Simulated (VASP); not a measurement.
Input of a VASP 6.6.1 run:

The input INCAR:

```
PREC = Accurate ; ENCUT = 600
EDIFF = 1E-6 ; ISMEAR = 1
SIGMA = 0.05 ; LREAL = F
LASPH = T ; NELM = 120
ALGO = Normal ; ISIF = 2
LWAVE = F ; LCHARG = F
GGA = PE ; NBANDS = 18
GGA_COMPAT = F
```

Contents of KPOINTS:

```
Automatic mesh
0
Gamma
  6 6 6
```

Contents of POSCAR:

```
HfO2
1.0
    0.0000000000      2.5291823194      2.5291823194
    2.5291823194      0.0000000000      2.5291823194
    2.5291823194      2.5291823194      0.0000000000
Hf O
1 2
Direct
    0.0000000000      0.0000000000      0.0000000000
    0.2500000000      0.2500000000      0.2500000000
    0.7500000000      0.7500000000      0.7500000000
```

Potentials or basis: VASP PAW PBE potentials, release 64 (Hf_pv, O).

Run with:

```sh
$ cat potpaw_PBE.64/Hf_pv/POTCAR potpaw_PBE.64/O/POTCAR > POTCAR
$ mpirun -np 1 vasp_std > vasp.out
```

Estimate the band gap on the k mesh.

3.82 eV, direct.

Predict the pressure.

1.9 GPa.

Caveat: spin-orbit coupling is left out, which moves the levels of the heavy elements. A k mesh can miss the band edges.
